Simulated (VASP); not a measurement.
Wanted: the native input for a VASP 6.6.1 run.

```
Task                               : single point
Functional                         : PBEsol-based screened hybrid with 25 % exact exchange
Potentials or basis                : VASP PAW PBE potentials, release 64 (Pb_d, S)
Cutoff                             : 520 eV
k mesh                             : 4 × 4 × 4
Occupations                        : fermi-dirac, width 0.05 eV
Spin                               : no spin polarisation
Dipole correction                  : no
Grid for exact exchange (PRECFOCK) : Normal
Share of exact exchange            : 0.25
Further INCAR settings             : ALGO = Normal; EDIFF = 1e-06; NBANDS = 17
Screening parameter                : 0.207 1/Å
```

The system is PbS.

```
Pb S
1.0
     0.00000    3.02392    3.02392
     3.02392    0.00000    3.02392
     3.02392    3.02392    0.00000
Pb S
1 1
Direct
  0.00000 0.00000 0.00000
  0.50000 0.50000 0.50000
```

One way to write it, as run:

POSCAR

```
PbS
1.0
    0.0000000000      3.0239167281      3.0239167281
    3.0239167281      0.0000000000      3.0239167281
    3.0239167281      3.0239167281      0.0000000000
Pb S
1 1
Direct
    0.0000000000      0.0000000000      0.0000000000
    0.5000000000      0.5000000000      0.5000000000
```

INCAR.step1

```
SYSTEM = PbS
ALGO     = Normal         ! electronic algorithm
EDIFF    = 1E-5           ! SCF threshold, eV
ENCUT    = 520            ! plane-wave cutoff, eV
GGA      = PE             ! functional
ISIF     = 2              ! what is computed and relaxed
ISMEAR   = -1             ! smearing method
LASPH    = .True.         ! aspherical terms in the spheres
LCHARG   = .False.        ! write CHGCAR
LREAL    = .False.        ! projectors in reciprocal space
LWAVE    = .True.         ! write WAVECAR
NBANDS   = 17             ! bands
NELM     = 60             ! most SCF steps
PREC     = Accurate       ! precision mode
SIGMA    = 0.05           ! smearing width, eV
```

INCAR.step2

```
SYSTEM = PbS
AEXX     = 0.25           ! exact-exchange fraction
ALGO     = Normal         ! electronic algorithm
EDIFF    = 1E-6           ! SCF threshold, eV
ENCUT    = 520            ! plane-wave cutoff, eV
GGA      = PS             ! functional
HFSCREEN = 0.207          ! screening, 1/A
ISIF     = 2              ! what is computed and relaxed
ISMEAR   = -1             ! smearing method
ISTART   = 1            
LASPH    = .True.         ! aspherical terms in the spheres
LCHARG   = .False.        ! write CHGCAR
LHFCALC  = .True.         ! exact exchange
LREAL    = .False.        ! projectors in reciprocal space
LWAVE    = .False.        ! write WAVECAR
NBANDS   = 17             ! bands
NELM     = 60             ! most SCF steps
PREC     = Accurate       ! precision mode
PRECFOCK = Normal       
SIGMA    = 0.05           ! smearing width, eV
```

KPOINTS

```
k-points
0
Gamma
  4 4 4
  0 0 0
```

Potentials or basis: VASP PAW PBE potentials, release 64 (Pb_d, S).

Run with:

```bash
$ cat potpaw_PBE.64/Pb_d/POTCAR potpaw_PBE.64/S/POTCAR > POTCAR
$ cp INCAR.step1 INCAR
$ mpirun -np 1 vasp_std > vasp.out
$ cp INCAR.step2 INCAR
$ mpirun -np 1 vasp_std > vasp.out
```

It gave:

```
Pressure               : -4.0 GPa
Band gap on the k mesh : 0.93 eV
```

Caveat: the k points lie up to 0.45 Å⁻¹ apart; the PAW data sets were made with another functional, which shifts forces and pressure a little; spin-orbit coupling is left out, which moves the levels of the heavy elements.

Run time: 3.3 min on 1 thread of Intel(R) Xeon(R) 6975P-C (Granite Rapids) (shared host), peak memory 0.28 GiB.
